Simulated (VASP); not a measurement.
# GaN (P6_3mc) in VASP: further runs

Aim: see how the results for GaN move with the level of theory and the settings. Levels: PBEsol, r2SCAN, LDA. Tasks: electric field gradients.

Program: VASP 6.6.1. These are calculated values, not measurements. Logs are shortened: lines on timing, memory, paths and dates and some standing lists are left out, and cuts for length are marked.

**1. The cell of the first run**

It takes space group P6_3mc (No. 186, hexagonal). Conventional cell: a = 3.180 Å, b = 3.180 Å, c = 5.166 Å, α = 90.00°, β = 90.00°, γ = 120.00°. Within 2.6 Å of Ga (site symmetry 3m) lie 4 N at 1.94 to 1.95 Å. N (site symmetry 3m) has 4 Ga at 1.94 to 1.95 Å within 2.6 Å.

**2. Electric field gradients, PBEsol**

File INCAR:

```
SYSTEM = GaN
  ALGO = Normal
  EDIFF = 1E-8
  ENCUT = 520
  GGA = PS
  ISIF = 2
  ISMEAR = -1
  LASPH = .TRUE.
  LCHARG = .FALSE.
  LEFG = .TRUE.
  LREAL = .FALSE.
  LWAVE = .FALSE.
  NBANDS = 26
  NELM = 100
  PREC = Accurate
  SIGMA = 0.02
```

File KPOINTS:

```
k-points
0
G
  11 11 6
  0 0 0
```

File POSCAR:

```
GaN
1.0
    3.1800000000      0.0000000000      0.0000000000
   -1.5900000000      2.7539607840      0.0000000000
    0.0000000000      0.0000000000      5.1660000000
Ga N
2 2
Direct
    0.3333333333      0.6666666667      0.0039408788
    0.6666666667      0.3333333333      0.5039408788
    0.3333333333      0.6666666667      0.3810591212
    0.6666666667      0.3333333333      0.8810591212
```

Potentials or basis: VASP PAW PBE potentials, release 64 (Ga_d, N).

On the command line:

```console
$ cat potpaw_PBE.64/Ga_d/POTCAR potpaw_PBE.64/N/POTCAR > POTCAR
$ mpirun -np 1 vasp_std > vasp.out
```

OUTCAR:

```text
SYSTEM = GaN
   EDIFF = 1E-8
   ENCUT = 520
   GGA = PS
   ISIF = 2
   ISMEAR = -1
   LASPH = .TRUE.
   LREAL = .FALSE.
   NELM = 100
   PREC = Accurate

 ion  position               nearest neighbor table
   1  0.333  0.667  0.004-   4 1.94   4 1.94   4 1.94   3 1.95
   2  0.667  0.333  0.504-   3 1.94   3 1.94   3 1.94   4 1.95
   3  0.333  0.667  0.381-   2 1.94   2 1.94   2 1.94   1 1.95
   4  0.667  0.333  0.881-   1 1.94   1 1.94   1 1.94   2 1.95

  LATTYP: Found a hexagonal cell.
 ALAT       =     3.1800000000
 C/A-ratio  =     1.6245283019

  Lattice vectors:

 A1 = (   3.1800000000,   0.0000000000,   0.0000000000)
 A2 = (  -1.5900000000,   2.7539607840,   0.0000000000)
 A3 = (   0.0000000000,   0.0000000000,   5.1660000000)

Analysis of symmetry for initial positions (statically):
=====================================================================
 Subroutine PRICEL returns:
 Original cell was already a primitive cell.

 Routine SETGRP: Setting up the symmetry group for a
 hexagonal supercell.

 Subroutine GETGRP returns: Found 12 space group operations
 (whereof  6 operations were pure point group operations)
 out of a pool of 24 trial point group operations.

The static configuration has the point symmetry C_3v.
 The point group associated with its full space group is C_6v.

Analysis of symmetry for dynamics (positions and initial velocities):
=====================================================================
 Subroutine PRICEL returns:
 Original cell was already a primitive cell.

 Routine SETGRP: Setting up the symmetry group for a
 hexagonal supercell.

 Subroutine GETGRP returns: Found 12 space group operations
 (whereof  6 operations were pure point group operations)
 out of a pool of 24 trial point group operations.

The dynamic configuration has the point symmetry C_3v.
 The point group associated with its full space group is C_6v.

 Subroutine INISYM returns: Found 12 space group operations
 (whereof  6 operations are pure point group operations),
 and found     1 'primitive' translations

----------------------------------------------------------------------------------------

                                     Primitive cell

  volume of cell :      45.2417

  direct lattice vectors                    reciprocal lattice vectors
     3.180000000  0.000000000  0.000000000     0.314465409  0.181556688  0.000000000
    -1.590000000  2.753960784  0.000000000     0.000000000  0.363113377  0.000000000
     0.000000000  0.000000000  5.166000000     0.000000000  0.000000000  0.193573364

  length of vectors
     3.180000000  3.180000000  5.166000000     0.363113377  0.363113377  0.193573364

  position of ions in fractional coordinates (direct lattice)
     0.333333333  0.666666667  0.003940879
     0.666666667  0.333333333  0.503940879
     0.333333333  0.666666667  0.381059121
     0.666666667  0.333333333  0.881059121

  ion indices of the primitive-cell ions
   primitive index   ion index
                 1           1
                 2           2
                 3           3
                 4           4

----------------------------------------------------------------------------------------

 KPOINTS: k-points

Automatic generation of k-mesh.
 Grid dimensions read from file:
 generate k-points for:   11   11    6

 Generating k-lattice:

  Cartesian coordinates                     Fractional coordinates (reciprocal lattice)
     0.028587764  0.016505153  0.000000000     0.090909091  0.000000000  0.000000000
     0.000000000  0.033010307  0.000000000     0.000000000  0.090909091  0.000000000
     0.000000000  0.000000000  0.032262227     0.000000000  0.000000000  0.166666667

  Length of vectors
     0.033010307  0.033010307  0.032262227

  Shift w.r.t. Gamma in fractional coordinates (k-lattice)
     0.000000000  0.000000000  0.000000000

 Subroutine IBZKPT returns following result:
 ===========================================

 Found     64 irreducible k-points:

 Following reciprocal coordinates:
            Coordinates               Weight
  0.000000  0.000000  0.000000      1.000000
  0.090909  0.000000  0.000000      6.000000
  0.181818  0.000000  0.000000      6.000000
  0.272727  0.000000  0.000000      6.000000
  0.363636  0.000000  0.000000      6.000000
  0.454545  0.000000  0.000000      6.000000
[... 16 lines left out ...]
  0.090909  0.090909  0.166667     12.000000
  0.181818  0.090909  0.166667     24.000000
 [... further k-points ...]
   k-points           NKPTS =     64   k-points in BZ     NKDIM =     64   number of bands    NBANDS=     26
   number of dos      NEDOS =    301   number of ions     NIONS =      4
   total plane-waves  NPLWV =  23040
   dimension x,y,z NGX =    24 NGY =   24 NGZ =   40
   dimension x,y,z NGXF=    48 NGYF=   48 NGZF=   80
   ions per type =               2   2
   NGX,Y,Z   is equivalent  to a cutoff of  12.55, 12.55, 12.87 a.u.
   NGXF,Y,Z  is equivalent  to a cutoff of  25.09, 25.09, 25.74 a.u.
 SYSTEM =  GaN
   PREC   = accura    normal or accurate (medium, high low for compatibility)
   ISTART =      0    job   : 0-new  1-cont  2-samecut
   ICHARG =      2    charge: 1-file 2-atom 10-const
   ISPIN  =      1    spin polarized calculation?
   LNONCOLLINEAR =      F non collinear calculations
   LSORBIT =      F    spin-orbit coupling
   LASPH  =      T    aspherical Exc in radial PAW
   ENCUT  =  520.0 eV  38.22 Ry    6.18 a.u.   5.91  5.91  9.61*2*pi/ulx,y,z
   NELM   =    100;   NELMIN=  2; NELMDL= -5     # of ELM steps
   EDIFF  = 0.1E-07   stopping-criterion for ELM
   LREAL  =      F    real-space projection
   EDIFFG = 0.1E-06   stopping-criterion for IOM
   NSW    =      0    number of steps for IOM
   IBRION =     -1    ionic relax: 0-MD 1-quasi-New 2-CG
   NFREE  =      0    steps in history (QN), initial steepest desc. (CG)
   ISIF   =      2    stress and relaxation
   ISYM   =      2    0-nonsym 1-usesym 2-fastsym
   POTIM  = 0.5000    time-step for ionic-motion
   TEBEG  =    0.0;   TEEND  =   0.0 temperature during run
   PSTRESS=    0.0 pullay stress
   NELECT =      36.0000    total number of electrons
   NUPDOWN=      -1.0000    fix difference up-down
   EMIN   =  10.00;   EMAX   =-10.00  energy-range for DOS
   EFERMI =   0.00;   METHOD = LEGACY
   ISMEAR =    -1;   SIGMA  =   0.02  broadening in eV -4-tet -1-fermi 0-gaus
   EFERMI_NEDOS =   21; number of points for ismear=-14 and -15
   IALGO  =     38    algorithm
   IMIX   =      4    mixing-type and parameters
     AMIX     =   0.40;   BMIX     =  1.00
     AMIX_MAG =   1.60;   BMIX_MAG =  1.00
  volume/ion in A,a.u.               =      11.31        76.33
  Fermi-wavevector in a.u.,A,eV,Ry     =   1.517036  2.866782 31.312427  2.301398
  Thomas-Fermi vector in A             =   2.626345
   LORBIT       =      0    0 simple, 1 ext, 2 COOP (PROOUT), +10 PAW based schemes
   GGA     = PS    functional components
   LHFCALC =     F    Hartree Fock is set to
   AEXX    =    0.0000 exact exchange contribution
   IVDW    =     0    specifies the selected vdW correction
   LEPSILON=     F    determine dielectric tensor
   LRPA    =     F    only Hartree local field effects (RPA)
 non-spin polarized calculation
  energy-cutoff  :      520.00
  volume of cell :       45.24
 maximum number of plane-waves:      1236
 NGX is ok and might be reduce to    24
   NGX = 11   NGY = 11   NGZ = 19

 number of electron      36.0000002 magnetization

 Free energy of the ion-electron system (eV)
  ---------------------------------------------------
  ext. energy  EPLUGINS =         0.00000000
  ---------------------------------------------------
  free energy    TOTEN  =       -26.26774927 eV

  energy without entropy =      -26.26774927  energy(sigma->0) =      -26.26774927

 E-fermi :   5.6546     XC(G=0): -11.9571

 val. band max:        5.2892031572   @ k =   0.0000   0.0000   0.0000
 cond. band min:       7.2295771619   @ k =   0.0000   0.0000   0.0000
 fundamental gap:      1.9403740048
 Fermi energy:         5.6545539177

 k-point     1 :       0.0000    0.0000    0.0000
  band No.  band energies     occupation
      1     -10.7691      2.00000
      2      -9.7806      2.00000
      3      -8.1132      2.00000
      4      -8.0982      2.00000
      5      -8.0982      2.00000
      6      -8.0340      2.00000
[... 18 lines left out ...]
     25      16.9709      0.00000
     26      16.9709      0.00000

 k-point     2 :       0.0909    0.0000    0.0000
  band No.  band energies     occupation
      1     -10.6845      2.00000
      2      -9.7581      2.00000
      3      -8.1058      2.00000
      4      -8.0858      2.00000
      5      -8.0726      2.00000
      6      -8.0246      2.00000
[... 18 lines left out ...]
     25      16.5805      0.00000
     26      17.1575      0.00000

 k-point     3 :       0.1818    0.0000    0.0000
  band No.  band energies     occupation
      1     -10.4571      2.00000
      2      -9.7047      2.00000
      3      -8.0772      2.00000
      4      -8.0570      2.00000
      5      -8.0097      2.00000
      6      -7.9718      2.00000
[... 18 lines left out ...]
     25      16.6844      0.00000
     26      17.5720      0.00000

 k-point     4 :       0.2727    0.0000    0.0000
  band No.  band energies     occupation
      1     -10.1686      2.00000
      2      -9.6501      2.00000
      3      -8.0515      2.00000
      4      -8.0319      2.00000
      5      -7.9608      2.00000
      6      -7.9126      2.00000
[... 18 lines left out ...]
     25      16.6237      0.00000
     26      18.1629      0.00000
[... 496 lines left out ...]
      1      -9.7818      2.00000
      2      -9.6016      2.00000
      3      -8.0551      2.00000
      4      -8.0080      2.00000
      5      -7.9337      2.00000
      6      -7.8995      2.00000
[... 18 lines left out ...]
     25      16.7138      0.00000
     26      18.7150      0.00000

 k-point    23 :       0.0909    0.0909    0.1667
  band No.  band energies     occupation
      1     -10.4530      2.00000
      2      -9.7455      2.00000
      3      -8.0803      2.00000
      4      -8.0634      2.00000
      5      -8.0194      2.00000
      6      -8.0147      2.00000
[... 18 lines left out ...]
     25      16.1219      0.00000
     26      17.2419      0.00000

 k-point    24 :       0.1818    0.0909    0.1667
  band No.  band energies     occupation
      1     -10.2074      2.00000
      2      -9.6831      2.00000
      3      -8.0518      2.00000
      4      -8.0397      2.00000
      5      -7.9863      2.00000
      6      -7.9615      2.00000
[... 18 lines left out ...]
     25      16.3047      0.00000
     26      17.7685      0.00000

 [... further k-points ...]
[... 5 lines left out ...]
  --------------------------------------------------------------------------------------
  -------------------------------------------------------------------------------------
  Total        0.1464013      0.1464013      0.3986974      0.0000000      0.0000000     -0.0000000
  in kB        5.1846105      5.1846105     14.1193511      0.0000000      0.0000000     -0.0000000
  external PRESSURE =       8.1628574 kB  Pullay stress =       0.0000000 kB

 VOLUME and BASIS-vectors are now :
 -----------------------------------------------------------------------------
  energy-cutoff  :      520.00
  volume of cell :       45.24
      direct lattice vectors                 reciprocal lattice vectors
     3.180000000  0.000000000  0.000000000     0.314465409  0.181556688  0.000000000
    -1.590000000  2.753960784  0.000000000     0.000000000  0.363113377  0.000000000
     0.000000000  0.000000000  5.166000000     0.000000000  0.000000000  0.193573364

 POSITION                                       TOTAL-FORCE (eV/Angst)
 -----------------------------------------------------------------------------------
     -0.00000      1.83597      0.02036         0.000000      0.000000      0.001365
      1.59000      0.91799      2.60336        -0.000000     -0.000000      0.001365
     -0.00000      1.83597      1.96855         0.000000      0.000000     -0.001365
      1.59000      0.91799      4.55155        -0.000000      0.000000     -0.001365
 -----------------------------------------------------------------------------------
    total drift:                               -0.000001     -0.000002      0.000371

  FREE ENERGIE OF THE ION-ELECTRON SYSTEM (eV)
  ---------------------------------------------------
  free  energy   TOTEN  =       -26.2677492653 eV

  energy  without entropy=      -26.2677492653  energy(sigma->0) =      -26.26774927

 Electric field gradients (V/A^2)
---------------------------------------------------------------------
 ion       V_xx      V_yy      V_zz      V_xy      V_xz      V_yz
---------------------------------------------------------------------
   1      -1.993    -1.989     3.982     0.004     0.000    -0.000
   2      -1.993    -1.989     3.982     0.004    -0.000     0.000
   3      -0.175    -0.177     0.352    -0.001    -0.000     0.000
   4      -0.175    -0.177     0.352    -0.001     0.000    -0.000
---------------------------------------------------------------------

 Electric field gradients after diagonalization (V/A^2)
 (convention: |V_zz| > |V_xx| > |V_yy|)
----------------------------------------------------------------------
 ion       V_xx      V_yy      V_zz     asymmetry (V_yy - V_xx)/ V_zz
----------------------------------------------------------------------
   1      -1.996    -1.986     3.982       0.002
   2      -1.996    -1.986     3.982       0.002
   3      -0.178    -0.175     0.352       0.008
   4      -0.178    -0.175     0.352       0.008
----------------------------------------------------------------------

           NMR quadrupolar parameters

 Cq : quadrupolar parameter    Cq=e*Q*V_zz/h
 eta: asymmetry parameters     (V_yy - V_xx)/ V_zz
 Q  : nuclear electric quadrupole moment in mb (millibarn)
----------------------------------------------------------------------
 ion       Cq(MHz)       eta       Q (mb)
----------------------------------------------------------------------
   1       0.010       0.002       1.000
   2       0.010       0.002       1.000
   3       0.001       0.008       1.000
   4       0.001       0.008       1.000
----------------------------------------------------------------------
```

Wall time 29 s (1 thread of Intel Xeon 6975P-C (Granite Rapids), shared host); peak memory 0.19 GiB.

What came out:

- Free energy: -26.2677 eV
- Pressure: 0.8 GPa
- Band gap on the k mesh: 1.94 eV, direct

Stress tensor (GPa, compression positive):
```
0.52 0.00 0.00
0.00 0.52 0.00
0.00 0.00 1.41
```

Levels at points of the mesh, in eV from the valence-band top:
| k point | band 14 | band 15 | band 16 | band 17 | band 18 | band 19 | band 20 | band 21 | band 22 | band 23 |
| --- | --- | --- | --- | --- | --- | --- | --- | --- | --- | --- |
| (0.00, 0.00, 0.00) | -1.06 | -1.06 | -0.03 | 0.00 | 0.00 | 1.94 | 4.22 | 9.18 | 9.83 | 9.83 |
| (0.00, 0.00, 0.50) | -3.87 | -0.55 | -0.55 | -0.55 | -0.55 | 4.25 | 4.25 | 8.43 | 8.43 | 10.35 |

Electric field gradients, principal values (V/Å²):
```csv
atom,least,middle,greatest (by size)
1 Ga,-1.986,-1.996,3.982
2 Ga,-1.986,-1.996,3.982
3 N,-0.175,-0.178,0.352
4 N,-0.175,-0.178,0.352
```

Caveat: without QUAD_EFG the Cq values of the log hold for a quadrupole moment of 1 mb, not for the nuclei; the PAW data sets were made with another functional, which shifts forces and pressure a little.

[end of part 1 of 2]
